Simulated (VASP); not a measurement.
# GaN (F-43m) in VASP: further runs, part 2 of 3

VASP 6.6.1. Earlier steps stand in the parts before.

### 3 Dielectric tensor, r2SCAN (strain -3.0%)

File INCAR:

```
ALGO = Normal
EDIFF = 1E-8
ENCUT = 520
ISIF = 2
ISMEAR = 0
LASPH = T
LCALCEPS = T
LCHARG = F
LMIXTAU = T
LREAL = F
LWAVE = F
METAGGA = R2SCAN
NELM = 60
PREC = Accurate
SIGMA = 0.01
```

File KPOINTS:

```
k-points
0
Gamma
  8 8 8
```

File POSCAR:

```
GaN
1.0
    0.0000000000      2.1814839649      2.1814839649
    2.1814839649      0.0000000000      2.1814839649
    2.1814839649      2.1814839649      0.0000000000
Ga N
1 1
Direct
    0.0000000000      0.0000000000      0.0000000000
    0.2500000000      0.2500000000      0.2500000000
```

Potentials or basis: VASP PAW PBE potentials, release 64 (Ga_d, N).

The run is started by

```sh
$ cat potpaw_PBE.64/Ga_d/POTCAR potpaw_PBE.64/N/POTCAR > POTCAR
$ mpirun -np 1 vasp_std > vasp.out
```

OUTCAR:

```text
EDIFF = 1E-8
   ENCUT = 520
   ISIF = 2
   ISMEAR = 0
   LASPH = T
   LREAL = F
   METAGGA = R2SCAN
   NELM = 60
   PREC = Accurate

 ion  position               nearest neighbor table
   1  0.000  0.000  0.000-   2 1.89   2 1.89   2 1.89   2 1.89
   2  0.250  0.250  0.250-   1 1.89   1 1.89   1 1.89   1 1.89

  LATTYP: Found a face centered cubic cell.
 ALAT       =     4.3629679298

  Lattice vectors:

 A1 = (   0.0000000000,   2.1814839649,   2.1814839649)
 A2 = (   2.1814839649,   0.0000000000,   2.1814839649)
 A3 = (   2.1814839649,   2.1814839649,   0.0000000000)

Analysis of symmetry for initial positions (statically):
=====================================================================
 Subroutine PRICEL returns:
 Original cell was already a primitive cell.

 Routine SETGRP: Setting up the symmetry group for a
 face centered cubic supercell.

 Subroutine GETGRP returns: Found 24 space group operations
 (whereof 24 operations were pure point group operations)
 out of a pool of 48 trial point group operations.

The static configuration has the point symmetry T_d .

Analysis of symmetry for dynamics (positions and initial velocities):
=====================================================================
 Subroutine PRICEL returns:
 Original cell was already a primitive cell.

 Routine SETGRP: Setting up the symmetry group for a
 face centered cubic supercell.

 Subroutine GETGRP returns: Found 24 space group operations
 (whereof 24 operations were pure point group operations)
 out of a pool of 48 trial point group operations.

The dynamic configuration has the point symmetry T_d .

 Subroutine INISYM returns: Found 24 space group operations
 (whereof 24 operations are pure point group operations),
 and found     1 'primitive' translations

----------------------------------------------------------------------------------------

                                     Primitive cell

  volume of cell :      20.7628

  direct lattice vectors                    reciprocal lattice vectors
     0.000000000  2.181483965  2.181483965    -0.229201776  0.229201776  0.229201776
     2.181483965  0.000000000  2.181483965     0.229201776 -0.229201776  0.229201776
     2.181483965  2.181483965  0.000000000     0.229201776  0.229201776 -0.229201776

  length of vectors
     3.085084209  3.085084209  3.085084209     0.396989122  0.396989122  0.396989122

  position of ions in fractional coordinates (direct lattice)
     0.000000000  0.000000000  0.000000000
     0.250000000  0.250000000  0.250000000

  ion indices of the primitive-cell ions
   primitive index   ion index
                 1           1
                 2           2

----------------------------------------------------------------------------------------

 KPOINTS: k-points

Automatic generation of k-mesh.
 Grid dimensions read from file:
 generate k-points for:    8    8    8

 Generating k-lattice:

  Cartesian coordinates                     Fractional coordinates (reciprocal lattice)
    -0.028650222  0.028650222  0.028650222     0.125000000  0.000000000  0.000000000
     0.028650222 -0.028650222  0.028650222     0.000000000  0.125000000  0.000000000
     0.028650222  0.028650222 -0.028650222     0.000000000  0.000000000  0.125000000

[... 81 lines left out ...]
   METAGGA = R2SCAN    functional components
   LHFCALC =     F    Hartree Fock is set to
   AEXX    =    0.0000 exact exchange contribution
   IVDW    =     0    specifies the selected vdW correction
   LEPSILON=     F    determine dielectric tensor
   LRPA    =     F    only Hartree local field effects (RPA)
   LRPA       =     F
 non-spin polarized calculation
 Gauss-broadening in eV      SIGMA  =   0.01
  energy-cutoff  :      520.00
  volume of cell :       20.76
 maximum number of plane-waves:       568
   NGX = 11   NGY = 11   NGZ = 11

 Total electronic dipole moment: p[elc]=(    -0.00171    -0.00171    -0.00171 ) |e| Angst

 number of electron      17.9999989 magnetization

 Free energy of the ion-electron system (eV)
  ---------------------------------------------------
  ext. energy  EPLUGINS =         0.00000000
  ---------------------------------------------------
  free energy    TOTEN  =       -21.75395188 eV

  energy without entropy =      -21.75395188  energy(sigma->0) =      -21.75395188

 E-fermi :   6.1943     XC(G=0): -13.2206

 val. band max:        6.1370512288   @ k =   0.0000   0.0000   0.0000
 cond. band min:   10000.0000000000   @ k =   0.0000   0.0000   0.0000
 fundamental gap:   9993.8629487712
 Fermi energy:         6.1943357688

 k-point     1 :       0.0000    0.0000    0.0000
  band No.  band energies     occupation
      1     -11.4890      2.00000
      2      -7.8151      2.00000
      3      -7.8147      2.00000
      4      -7.8144      2.00000
      5      -7.3438      2.00000
      6      -7.3438      2.00000
      7       6.1369      2.00000
      8       6.1370      2.00000
      9       6.1371      2.00000
     10   10000.0000      0.00000
     11   10000.0000      0.00000
     12   10000.0000      0.00000
     13   10000.0000      0.00000
[... 354 lines left out ...]
  band No.  band energies     occupation
      1     -10.0578      2.00000
      2      -7.6615      2.00000
      3      -7.5811      2.00000
      4      -7.3797      2.00000
      5      -7.3041      2.00000
      6      -5.8607      2.00000
      7      -0.9866      2.00000
      8       2.7792      2.00000
      9       4.0815      2.00000
     10   10000.0000      0.00000
     11   10000.0000      0.00000
     12   10000.0000      0.00000
     13   10000.0000      0.00000

 [... further k-points ...]

------------------------ aborting loop because EDIFF is reached ----------------------------------------

            Ionic dipole moment: p[ion]=(     5.45371     5.45371     5.45371 ) |e| Angst

 Total electronic dipole moment: p[elc]=(    -0.00171    -0.00171     0.00295 ) |e| Angst

 MACROSCOPIC STATIC DIELECTRIC TENSOR (including local field effects)
 ------------------------------------------------------
           5.059008     0.000000     0.000000
           0.000000     5.059008    -0.000000
           0.000000    -0.000000     5.059008
 ------------------------------------------------------

 PIEZOELECTRIC TENSOR (including local field effects) (e Angst)
          XX          YY          ZZ          XY          YZ          ZX
  --------------------------------------------------------------------------------
  x     0.00000     0.00000     0.00000     0.00000    -1.28587     0.00000
  y    -0.00000     0.00000    -0.00000     0.00000     0.00000    -1.28587
  z     0.00000     0.00000     0.00000    -1.28587     0.00000     0.00000

 PIEZOELECTRIC TENSOR (including local field effects) (C/m^2)
          XX          YY          ZZ          XY          YZ          ZX
  --------------------------------------------------------------------------------
  x     0.00000     0.00000     0.00000     0.00000    -0.99225     0.00000
  y    -0.00000     0.00000    -0.00000     0.00000     0.00000    -0.99225
  z     0.00000     0.00000     0.00000    -0.99225     0.00000     0.00000

 BORN EFFECTIVE CHARGES (including local field effects) (in |e|, cummulative output)
 ---------------------------------------------------------------------------------
 ion    1
    1     2.61539    -0.00000     0.00000
    2     0.00000     2.61539     0.00000
    3    -0.00000    -0.00000     2.61539
 ion    2
    1    -2.61539     0.00000    -0.00000
    2     0.00000    -2.61539     0.00000
    3     0.00000     0.00000    -2.61539

  FORCE on cell =-STRESS in cart. coord.  units (eV):
  Direction    XX          YY          ZZ          XY          YZ          ZX
  --------------------------------------------------------------------------------------
  -------------------------------------------------------------------------------------
  Total        3.0126316      3.0126316      3.0126316      0.0000000     -0.0000000     -0.0000000
  in kB      232.4719381    232.4719381    232.4719381      0.0000000     -0.0000000     -0.0000000
  external PRESSURE =     232.4719381 kB  Pullay stress =       0.0000000 kB

 VOLUME and BASIS-vectors are now :
 -----------------------------------------------------------------------------
  energy-cutoff  :      520.00
  volume of cell :       20.76
      direct lattice vectors                 reciprocal lattice vectors
     0.000000000  2.181483965  2.181483965    -0.229201776  0.229201776  0.229201776
     2.181483965  0.000000000  2.181483965     0.229201776 -0.229201776  0.229201776
     2.181483965  2.181483965  0.000000000     0.229201776  0.229201776 -0.229201776

 POSITION                                       TOTAL-FORCE (eV/Angst)
 -----------------------------------------------------------------------------------
      0.00000      0.00000      0.00000         0.000000     -0.000000     -0.000000
      1.09074      1.09074      1.09074        -0.000000      0.000000      0.000000
 -----------------------------------------------------------------------------------
    total drift:                                0.000008      0.000008      0.000008

  FREE ENERGIE OF THE ION-ELECTRON SYSTEM (eV)
  ---------------------------------------------------
  free  energy   TOTEN  =       -21.7539518768 eV

  energy  without entropy=      -21.7539518768  energy(sigma->0) =      -21.75395188
```

OSZICAR:

```text
N       E                     dE             d eps       ncg     rms          rms(c)
DAV:   1     0.770187254862E+02    0.77019E+02   -0.10264E+04   810   0.260E+03
DAV:   2    -0.199297840398E+02   -0.96949E+02   -0.91215E+02   859   0.373E+02
DAV:   3    -0.266844699520E+02   -0.67547E+01   -0.67158E+01   839   0.895E+01
[... 12 lines left out ...]
DMP:   8    -0.217539516609E+02   -0.19540E-06   -0.15403E-06  1950   0.248E-06   0.263E-06
DMP:   9    -0.217539517642E+02   -0.10324E-06   -0.79815E-07  1950   0.131E-06   0.132E-06
DMP:  10    -0.217539518201E+02   -0.55920E-07   -0.47145E-07  1950   0.760E-07   0.807E-07
DMP:  11    -0.217539518531E+02   -0.33049E-07   -0.23270E-07  1950   0.337E-07   0.472E-07
DMP:  12    -0.217539518688E+02   -0.15625E-07   -0.11407E-07  1950   0.182E-07   0.199E-07
DMP:  13    -0.217539518768E+02   -0.80390E-08   -0.72462E-08  1950   0.119E-07   0.120E-07
   1 F= -.21753952E+02 E0= -.21753952E+02  d E =-.171553E-18
```

stdout:

```text
POSCAR found type information on POSCAR GaN
 POSCAR found :  2 types and       2 ions
 scaLAPACK will be used
 -----------------------------------------------------------------------------
|                                                                             |
[... 98 lines left out ...]
dp_tot=(  0.946E-06  0.946E-06  0.466E-02 )  diag[e(oo)]=(    ---      ---    5.05999 )
 p_tot=(  0.545E+01  0.545E+01  0.546E+01 )
dp_tot=(  0.948E-06  0.947E-06  0.466E-02 )  diag[e(oo)]=(    ---      ---    5.05757 )
 p_tot=(  0.545E+01  0.545E+01  0.546E+01 )
dp_tot=(  0.943E-06  0.942E-06  0.466E-02 )  diag[e(oo)]=(    ---      ---    5.05709 )
 final diagonalization full
 p_tot=(  0.545E+01  0.545E+01  0.546E+01 )
dp_tot=(  0.937E-06  0.935E-06  0.466E-02 )  diag[e(oo)]=(    ---      ---    5.05886 )
```

Wall time 28 min (1 thread of Intel Xeon Platinum 8375C at 2.90GHz (Ice Lake), shared host); peak memory 0.3 GiB.

What came out:

* Band gap on the k mesh: 2.77 eV
* Electronic dielectric tensor (diagonal): 5.06
* Born charges (mean of the diagonal): Ga +2.62; N -2.62 e

Levels at points of the mesh, in eV from the valence-band top:
```tsv
k point	band 7	band 8	band 9	band 10	band 11	band 12
(0.00, 0.00, 0.00)	0.00	0.00	0.00	2.77	11.65	11.65
(0.50, 0.00, 0.00)	-7.85	-1.13	-1.13	5.86	9.96	11.52
(0.50, 0.50, 0.00)	-6.65	-3.16	-3.16	3.80	7.83	13.38
```

Electronic dielectric tensor:
```
5.06 0.00 0.00
0.00 5.06 0.00
0.00 0.00 5.06
```

Born effective charge tensors (e):
atom 1, Ga
```
2.62 0.00 0.00
0.00 2.62 0.00
0.00 0.00 2.62
```
atom 2, N
```
-2.62  0.00  0.00
 0.00 -2.62  0.00
 0.00  0.00 -2.62
```

Dipole moments of the cell (e·Å, modulo the quantum): ionic 5.454, 5.454, 5.454; electronic -0.002, -0.002, 0.003

Caveat: the cell differs from its parent crystal (strain -3.0%); the PAW data sets were made with another functional, which shifts forces and pressure a little.

(Continued in part 3 of 3.)
